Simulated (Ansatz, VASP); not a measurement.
## MgO: VASP beside Ansatz

```
CELL_PARAMETERS angstrom
0.00000 2.10850 2.10850
2.10850 0.00000 2.10850
2.10850 2.10850 0.00000
ATOMIC_POSITIONS crystal
Mg 0.00000 0.00000 0.00000
O 0.50000 0.50000 0.50000
```

Alike in both runs: task single point; functional PBEsol; k mesh 10 × 10 × 10; no spin polarisation.

|  | VASP | Ansatz |
| --- | --- | --- |
| version | VASP 6.6.1 | Ansatz 0.2.0 |
| potentials or method | VASP PAW PBE potentials, release 64 (Mg, O) | plane waves, PAW |
| plane-wave cutoff (eV) | 600 | 420 |
| occupations | gaussian, width 0.01 eV | fixed |
| valence electrons in the cell | 8 | 16 |

|  | VASP | Ansatz | Ansatz less VASP |
| --- | --- | --- | --- |
| gap on the k mesh at the Fermi level (eV) | 4.60 | 4.60 | -0.001 |

VASP's potentials were made for PBE, not for PBEsol. VASP's potentials hold 8 valence electrons a cell and Ansatz's 16, so a difference there can come from the potentials and not from the codes.
